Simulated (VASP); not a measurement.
# MgO (P6_3mc) in VASP: further runs, part 2 of 3

VASP 6.6.1. Earlier steps stand in the parts before.

### Step 3. Single point, PBE

This run uses another cell than the first one, of 13.16 Å³/atom, 0.996 times its volume.

The input, INCAR:

```
ALGO     = Normal         # electronic algorithm
EDIFF    = 1E-6           # SCF threshold, eV
ENCUT    = 520            # plane-wave cutoff, eV
GGA      = PE             # functional
ISIF     = 2              # what is computed and relaxed
ISMEAR   = 0              # smearing method
LASPH    = True           # aspherical terms in the spheres
LCHARG   = True           # write CHGCAR
LELF     = True           # ELF
LREAL    = False          # projectors in reciprocal space
LVHAR    = True         
LWAVE    = False          # write WAVECAR
NBANDS   = 16             # bands
NELM     = 80             # most SCF steps
PREC     = Accurate       # precision mode
SIGMA    = 0.05           # smearing width, eV
```

The input, KPOINTS:

```
k-points
0
Gamma
  9 9 6
```

The input, POSCAR:

```
MgO
1.0
    3.3152853999      0.0000000000      0.0000000000
   -1.6576427000      2.8711213771      0.0000000000
    0.0000000000      0.0000000000      5.5313000000
Mg O
2 2
Direct
    0.3333333333      0.6666666667      0.0063188013
    0.6666666667      0.3333333333      0.5063188013
    0.3333333333      0.6666666667      0.3982811987
    0.6666666667      0.3333333333      0.8982811987
```

Potentials or basis: VASP PAW PBE potentials, release 64 (Mg, O).

The run is started by

```sh
$ cat potpaw_PBE.64/Mg/POTCAR potpaw_PBE.64/O/POTCAR > POTCAR
$ mpirun -np 1 vasp_std > vasp.out
```

OUTCAR:

```text
EDIFF = 1E-6
   ENCUT = 520
   GGA = PE
   ISIF = 2
   ISMEAR = 0
   LASPH = True
   LREAL = False
   NELM = 80
   PREC = Accurate

 ion  position               nearest neighbor table
   1  0.333  0.667  0.006-   4 2.01   4 2.01   4 2.01   3 2.17   2 3.36   2 3.36   2 3.36   2 3.36
                             2 3.36   2 3.36
   2  0.667  0.333  0.506-   3 2.01   3 2.01   3 2.01   4 2.17   1 3.36   1 3.36   1 3.36   1 3.36
                             1 3.36   1 3.36
   3  0.333  0.667  0.398-   2 2.01   2 2.01   2 2.01   1 2.17
   4  0.667  0.333  0.898-   1 2.01   1 2.01   1 2.01   2 2.17

  LATTYP: Found a hexagonal cell.
 ALAT       =     3.3152853999
 C/A-ratio  =     1.6684234788

  Lattice vectors:

 A1 = (   3.3152853999,   0.0000000000,   0.0000000000)
 A2 = (  -1.6576427000,   2.8711213771,   0.0000000000)
 A3 = (   0.0000000000,   0.0000000000,   5.5313000000)

Analysis of symmetry for initial positions (statically):
=====================================================================
 Subroutine PRICEL returns:
 Original cell was already a primitive cell.

 Routine SETGRP: Setting up the symmetry group for a
 hexagonal supercell.

 Subroutine GETGRP returns: Found 12 space group operations
 (whereof  6 operations were pure point group operations)
 out of a pool of 24 trial point group operations.

The static configuration has the point symmetry C_3v.
 The point group associated with its full space group is C_6v.

Analysis of symmetry for dynamics (positions and initial velocities):
=====================================================================
 Subroutine PRICEL returns:
 Original cell was already a primitive cell.

 Routine SETGRP: Setting up the symmetry group for a
 hexagonal supercell.

 Subroutine GETGRP returns: Found 12 space group operations
 (whereof  6 operations were pure point group operations)
 out of a pool of 24 trial point group operations.

The dynamic configuration has the point symmetry C_3v.
 The point group associated with its full space group is C_6v.

 Subroutine INISYM returns: Found 12 space group operations
 (whereof  6 operations are pure point group operations),
 and found     1 'primitive' translations

----------------------------------------------------------------------------------------

                                     Primitive cell

  volume of cell :      52.6502

  direct lattice vectors                    reciprocal lattice vectors
     3.315285400  0.000000000  0.000000000     0.301633157  0.174147984  0.000000000
    -1.657642700  2.871121377  0.000000000     0.000000000  0.348295968  0.000000000
     0.000000000  0.000000000  5.531300000     0.000000000  0.000000000  0.180789326

  length of vectors
     3.315285400  3.315285400  5.531300000     0.348295968  0.348295968  0.180789326

  position of ions in fractional coordinates (direct lattice)
     0.333333333  0.666666667  0.006318801
     0.666666667  0.333333333  0.506318801
     0.333333333  0.666666667  0.398281199
     0.666666667  0.333333333  0.898281199

  ion indices of the primitive-cell ions
   primitive index   ion index
                 1           1
                 2           2
                 3           3
                 4           4

----------------------------------------------------------------------------------------

 KPOINTS: k-points

Automatic generation of k-mesh.
 Grid dimensions read from file:
 generate k-points for:    9    9    6

 Generating k-lattice:

  Cartesian coordinates                     Fractional coordinates (reciprocal lattice)
     0.033514795  0.019349776  0.000000000     0.111111111 -0.000000000  0.000000000
     0.000000000  0.038699552  0.000000000     0.000000000  0.111111111  0.000000000
     0.000000000  0.000000000  0.030131554     0.000000000  0.000000000  0.166666667

  Length of vectors
     0.038699552  0.038699552  0.030131554

  Shift w.r.t. Gamma in fractional coordinates (k-lattice)
     0.000000000  0.000000000  0.000000000

 Subroutine IBZKPT returns following result:
 ===========================================

 Found     48 irreducible k-points:

 Following reciprocal coordinates:
            Coordinates               Weight
  0.000000  0.000000  0.000000      1.000000
  0.111111  0.000000  0.000000      6.000000
  0.222222  0.000000  0.000000      6.000000
  0.333333  0.000000  0.000000      6.000000
  0.444444  0.000000  0.000000      6.000000
  0.111111  0.111111  0.000000      6.000000
[... 16 lines left out ...]
  0.333333  0.222222  0.166667     24.000000
  0.333333  0.333333  0.166667      4.000000
 [... further k-points ...]
   k-points           NKPTS =     48   k-points in BZ     NKDIM =     48   number of bands    NBANDS=     16
   number of dos      NEDOS =    301   number of ions     NIONS =      4
   total plane-waves  NPLWV =  32928
   dimension x,y,z NGX =    28 NGY =   28 NGZ =   42
   dimension x,y,z NGXF=    56 NGYF=   56 NGZF=   84
   ions per type =               2   2
   NGX,Y,Z   is equivalent  to a cutoff of  14.04, 14.04, 12.62 a.u.
   NGXF,Y,Z  is equivalent  to a cutoff of  28.08, 28.08, 25.25 a.u.
 SYSTEM =  unknown system
   PREC   = accura    normal or accurate (medium, high low for compatibility)
   ISTART =      0    job   : 0-new  1-cont  2-samecut
   ICHARG =      2    charge: 1-file 2-atom 10-const
   ISPIN  =      1    spin polarized calculation?
   LNONCOLLINEAR =      F non collinear calculations
   LSORBIT =      F    spin-orbit coupling
   LASPH  =      T    aspherical Exc in radial PAW
   ENCUT  =  520.0 eV  38.22 Ry    6.18 a.u.   6.16  6.16 10.28*2*pi/ulx,y,z
   NELM   =     80;   NELMIN=  2; NELMDL= -5     # of ELM steps
   EDIFF  = 0.1E-05   stopping-criterion for ELM
   LREAL  =      F    real-space projection
   EDIFFG = 0.1E-04   stopping-criterion for IOM
   NSW    =      0    number of steps for IOM
   IBRION =     -1    ionic relax: 0-MD 1-quasi-New 2-CG
   NFREE  =      0    steps in history (QN), initial steepest desc. (CG)
   ISIF   =      2    stress and relaxation
   ISYM   =      2    0-nonsym 1-usesym 2-fastsym
   POTIM  = 0.5000    time-step for ionic-motion
   TEBEG  =    0.0;   TEEND  =   0.0 temperature during run
   PSTRESS=    0.0 pullay stress
   NELECT =      16.0000    total number of electrons
   NUPDOWN=      -1.0000    fix difference up-down
   EMIN   =  10.00;   EMAX   =-10.00  energy-range for DOS
   EFERMI =   0.00;   METHOD = LEGACY
   ISMEAR =     0;   SIGMA  =   0.05  broadening in eV -4-tet -1-fermi 0-gaus
   EFERMI_NEDOS =   21; number of points for ismear=-14 and -15
   IALGO  =     38    algorithm
   IMIX   =      4    mixing-type and parameters
     AMIX     =   0.40;   BMIX     =  1.00
     AMIX_MAG =   1.60;   BMIX_MAG =  1.00
  volume/ion in A,a.u.               =      13.16        88.83
  Fermi-wavevector in a.u.,A,eV,Ry     =   1.100648  2.079922 16.482438  1.211425
  Thomas-Fermi vector in A             =   2.237062
   LORBIT       =      0    0 simple, 1 ext, 2 COOP (PROOUT), +10 PAW based schemes
   GGA     = PE    functional components
   LHFCALC =     F    Hartree Fock is set to
   AEXX    =    0.0000 exact exchange contribution
   IVDW    =     0    specifies the selected vdW correction
   LEPSILON=     F    determine dielectric tensor
   LRPA    =     F    only Hartree local field effects (RPA)
 non-spin polarized calculation
 Gauss-broadening in eV      SIGMA  =   0.05
  energy-cutoff  :      520.00
  volume of cell :       52.65
 maximum number of plane-waves:      1436
 NGX is ok and might be reduce to    28
   NGX = 13   NGY = 13   NGZ = 21

 number of electron      15.9999999 magnetization

 Free energy of the ion-electron system (eV)
  ---------------------------------------------------
  ext. energy  EPLUGINS =         0.00000000
  ---------------------------------------------------
  free energy    TOTEN  =       -23.35381555 eV

  energy without entropy =      -23.35381555  energy(sigma->0) =      -23.35381555

 E-fermi :   0.6548     XC(G=0):  -9.2772

 val. band max:        0.3602214577   @ k =   0.0000   0.0000   0.0000
 cond. band min:       3.4585037559   @ k =   0.0000   0.0000   0.0000
 fundamental gap:      3.0982822981
 Fermi energy:         0.6548156937

 k-point     1 :       0.0000    0.0000    0.0000
  band No.  band energies     occupation
      1     -15.3633      2.00000
      2     -14.8554      2.00000
      3      -2.5167      2.00000
      4       0.0497      2.00000
      5       0.0497      2.00000
      6       0.2435      2.00000
[... 433 lines left out ...]
      3      -1.7715      2.00000
      4      -1.4073      2.00000
      5      -1.4073      2.00000
      6      -0.8936      2.00000
[... 8 lines left out ...]
     15      13.3381      0.00000
     16      16.8265      0.00000

 [... further k-points ...]
[... 5 lines left out ...]
  --------------------------------------------------------------------------------------
  -------------------------------------------------------------------------------------
  Total       -1.1632989     -1.1632989     -4.3414286      0.0000000      0.0000000      0.0000000
  in kB      -35.3999157    -35.3999157   -132.1123930      0.0000000      0.0000000      0.0000000
  external PRESSURE =     -67.6374081 kB  Pullay stress =       0.0000000 kB

 VOLUME and BASIS-vectors are now :
 -----------------------------------------------------------------------------
  energy-cutoff  :      520.00
  volume of cell :       52.65
      direct lattice vectors                 reciprocal lattice vectors
     3.315285400  0.000000000  0.000000000     0.301633157  0.174147984  0.000000000
    -1.657642700  2.871121377  0.000000000     0.000000000  0.348295968  0.000000000
     0.000000000  0.000000000  5.531300000     0.000000000  0.000000000  0.180789326

 POSITION                                       TOTAL-FORCE (eV/Angst)
 -----------------------------------------------------------------------------------
     -0.00000      1.91408      0.03495         0.000000     -0.000000      0.366677
      1.65764      0.95704      2.80060         0.000000      0.000000      0.366677
     -0.00000      1.91408      2.20301        -0.000000     -0.000000     -0.366677
      1.65764      0.95704      4.96866         0.000000      0.000000     -0.366677
 -----------------------------------------------------------------------------------
    total drift:                               -0.000000      0.000000      0.000472

  FREE ENERGIE OF THE ION-ELECTRON SYSTEM (eV)
  ---------------------------------------------------
  free  energy   TOTEN  =       -23.3538155542 eV

  energy  without entropy=      -23.3538155542  energy(sigma->0) =      -23.35381555
```

It took 19 s on 1 thread of Intel Xeon 6975P-C (Granite Rapids), shared host; peak memory 0.18 GiB.

What came out:

- Free energy: -23.3538 eV
- Pressure: -6.8 GPa
- Largest force: 0.367 eV/Å
- Band gap on the k mesh: 3.10 eV, direct

Forces on the atoms (eV/Å):
```
Mg   0.000  0.000  0.367
Mg   0.000  0.000  0.367
O    0.000  0.000 -0.367
O    0.000  0.000 -0.367
```

Stress tensor (GPa, compression positive):
```
 -3.54   0.00   0.00
  0.00  -3.54   0.00
  0.00   0.00 -13.21
```

Levels at points of the mesh, in eV from the valence-band top:
| k point | band 4 | band 5 | band 6 | band 7 | band 8 | band 9 | band 10 | band 11 | band 12 | band 13 |
| --- | --- | --- | --- | --- | --- | --- | --- | --- | --- | --- |
| (0.00, 0.00, 0.00) | -0.31 | -0.31 | -0.12 | -0.12 | 0.00 | 3.10 | 8.07 | 9.07 | 14.41 | 14.41 |
| (0.00, 0.00, 0.50) | -1.78 | -0.21 | -0.21 | -0.21 | -0.21 | 5.43 | 5.43 | 11.87 | 11.87 | 14.81 |

A k mesh can miss the band edges. A hybrid or GW would open this gap; PBE tends to underestimate it.

### Step 4. Single point, PBE

This run uses another cell than the first one, of 13.44 Å³/atom, 1.018 times its volume.

The input, INCAR:

```
SYSTEM = MgO
PREC = Accurate
ENCUT = 520
EDIFF = 1E-6
ISMEAR = 0
SIGMA = 0.05
LREAL = .False.
LASPH = .True.
NELM = 80
ALGO = Normal
ISIF = 2
LWAVE = .False.
LCHARG = .False.
GGA = PE
NBANDS = 16
```

The input, KPOINTS:

```
Automatic mesh
0
Gamma
  9 9 6
  0 0 0
```

The input, POSCAR:

```
MgO
1.0
    3.3926000000      0.0000000000      0.0000000000
   -1.6963000000      2.9380777849      0.0000000000
    0.0000000000      0.0000000000      5.3947000000
Mg O
2 2
Direct
    0.3333333333      0.6666666667      0.0063188013
    0.6666666667      0.3333333333      0.5063188013
    0.3333333333      0.6666666667      0.3982811987
    0.6666666667      0.3333333333      0.8982811987
```

The run is started by

```sh
$ cat potpaw_PBE.64/Mg/POTCAR potpaw_PBE.64/O/POTCAR > POTCAR
$ mpirun -np 1 vasp_std > vasp.out
```

Wall time 17 s (1 thread of Intel Xeon 6975P-C (Granite Rapids), shared host); peak memory 0.19 GiB.

Results (log left out):

- Free energy: -23.3623 eV
- Pressure: -9.4 GPa
- Largest force: 0.188 eV/Å
- Band gap on the k mesh: 2.93 eV, direct

Forces in eV/Å, atoms in the order of the input:
```
Mg   0.000  0.000  0.188
Mg   0.000  0.000  0.188
O    0.000  0.000 -0.188
O    0.000  0.000 -0.188
```

Stress tensor (GPa, compression positive):
```
 -8.53   0.00   0.00
  0.00  -8.53   0.00
  0.00   0.00 -11.19
```

Levels at points of the mesh, in eV from the valence-band top:
```tsv
k point	band 4	band 5	band 6	band 7	band 8	band 9	band 10	band 11	band 12	band 13
(0.00, 0.00, 0.00)	-0.47	-0.47	-0.23	-0.23	0.00	2.93	7.73	9.14	13.72	13.72
(0.00, 0.00, 0.50)	-1.77	-0.35	-0.35	-0.35	-0.35	5.26	5.26	11.90	11.90	14.12
```

A k mesh can miss the band edges. A hybrid or GW would open this gap; PBE tends to underestimate it.

### Step 5. Single point, PBE

This run uses another cell than the first one, of 13.35 Å³/atom, 1.011 times its volume.

Edit INCAR of step 4 so:

```diff
@@ -3,3 +3,3 @@
 ENCUT = 520
-EDIFF = 1E-6
+EDIFF = 1E-7
 ISMEAR = 0
@@ -8,3 +8,3 @@
 LASPH = .True.
-NELM = 80
+NELM = 100
 ALGO = Normal
```

The input, KPOINTS:

```
regular mesh
0
Gamma
  9 9 6
  0 0 0
```

The input, POSCAR:

```
MgO
1.0
    3.4700000000      0.0000000000      0.0000000000
   -1.7350000000      3.0051081511      0.0000000000
    0.0000000000      0.0000000000      5.1215474299
Mg O
2 2
Direct
    0.3333333333      0.6666666667      0.0063188013
    0.6666666667      0.3333333333      0.5063188013
    0.3333333333      0.6666666667      0.3982811987
    0.6666666667      0.3333333333      0.8982811987
```

The run is started by

```sh
$ cat potpaw_PBE.64/Mg/POTCAR potpaw_PBE.64/O/POTCAR > POTCAR
$ mpirun -np 1 vasp_std > vasp.out
```

It took 19 s on 1 thread of Intel Xeon 6975P-C (Granite Rapids), shared host; peak memory 0.19 GiB.

Results (log left out):

```yaml
Free_energy: -23.3466 eV
Pressure: -9.2 GPa
Largest_force: 0.256 eV/Å
Band_gap_on_the_k_mesh: 2.86 eV, direct
```

Forces on the atoms (eV/Å):
```
Mg   0.000  0.000 -0.256
Mg   0.000  0.000 -0.256
O    0.000  0.000  0.256
O    0.000  0.000  0.256
```

Stress tensor (GPa, compression positive):
```
-11.66   0.00   0.00
  0.00 -11.66   0.00
  0.00   0.00  -4.29
```

Levels at points of the mesh, in eV from the valence-band top:
| k point | band 5 | band 6 | band 7 | band 8 | band 9 | band 10 | band 11 | band 12 |
| --- | --- | --- | --- | --- | --- | --- | --- | --- |
| (0.00, 0.00, 0.00) | -0.69 | -0.34 | -0.34 | 0.00 | 2.86 | 7.58 | 9.55 | 13.03 |
| (0.00, 0.00, 0.50) | -0.52 | -0.52 | -0.52 | -0.52 | 5.25 | 5.25 | 12.36 | 12.36 |

(Continued in part 3 of 3.)
